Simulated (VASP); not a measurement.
Set up this calculation in VASP 6.6.1, as the native input.

```
Task                   : single point
Functional             : r2SCAN
Potentials or basis    : VASP PAW PBE potentials, release 64 (Cd)
Cutoff                 : 520 eV
k mesh                 : 12 × 12 × 6
Occupations            : fermi-dirac, width 0.01 eV
Spin                   : no spin polarisation
Dipole correction      : no
Further INCAR settings : ALGO = Normal; EDIFF = 1e-06; NBANDS = 19
```

Cd:

```
Cd
1.0
     2.95090    0.00000    0.00000
    -1.47545    2.55555    0.00000
     0.00000    0.00000    5.88385
Cd
2
Direct
  0.33333 0.66667 0.25000
  0.66667 0.33333 0.75000
```

One way to write it, as run:

POSCAR

```
Cd
1.0
    2.9509006248      0.0000000000      0.0000000000
   -1.4754503124      2.5555549051      0.0000000000
    0.0000000000      0.0000000000      5.8838547497
Cd
2
Direct
    0.3333333333      0.6666666667      0.2500000000
    0.6666666667      0.3333333333      0.7500000000
```

INCAR.step1

```
PREC     = Accurate       # precision mode
ENCUT    = 520            # plane-wave cutoff, eV
ISMEAR   = -1             # smearing method
SIGMA    = 0.01           # smearing width, eV
LREAL    = F              # projectors in reciprocal space
LASPH    = T              # aspherical terms in the spheres
NELM     = 60             # most SCF steps
NBANDS   = 19             # bands
GGA      = PE             # functional
ALGO     = Normal         # electronic algorithm
EDIFF    = 1E-4           # SCF threshold, eV
LWAVE    = T              # write WAVECAR
LCHARG   = F              # write CHGCAR
```

INCAR.step2

```
PREC     = Accurate       # precision mode
ENCUT    = 520            # plane-wave cutoff, eV
EDIFF    = 1E-6           # SCF threshold, eV
ISMEAR   = -1             # smearing method
SIGMA    = 0.01           # smearing width, eV
LREAL    = F              # projectors in reciprocal space
LASPH    = T              # aspherical terms in the spheres
NELM     = 60             # most SCF steps
ALGO     = Normal         # electronic algorithm
ISIF     = 2              # what is computed and relaxed
LWAVE    = F              # write WAVECAR
LCHARG   = T              # write CHGCAR
METAGGA  = R2SCAN         # meta-GGA
LMIXTAU  = T            
LELF     = T              # ELF
LVHAR    = T            
NBANDS   = 19             # bands
ISTART   = 1
```

KPOINTS

```
Automatic mesh
0
Gamma
  12 12 6
```

Potentials or basis: VASP PAW PBE potentials, release 64 (Cd).

Run with:

```bash
$ cat potpaw_PBE.64/Cd/POTCAR > POTCAR
$ cp INCAR.step1 INCAR
$ mpirun -np 1 vasp_std > vasp.out
$ cp INCAR.step2 INCAR
$ mpirun -np 1 vasp_std > vasp.out
```

It gave:

| Quantity | Value |
| --- | --- |
| Pressure | 0.4 GPa |
| Band gap on the k mesh | zero (bands 12 and 13 overlap by 4.42 eV) |

Caveat: the PAW data sets were made with another functional, which shifts forces and pressure a little.

Wall time 4.9 min on 1 thread of Intel Xeon 8259CL, on a shared host, peak memory 0.2 GiB.
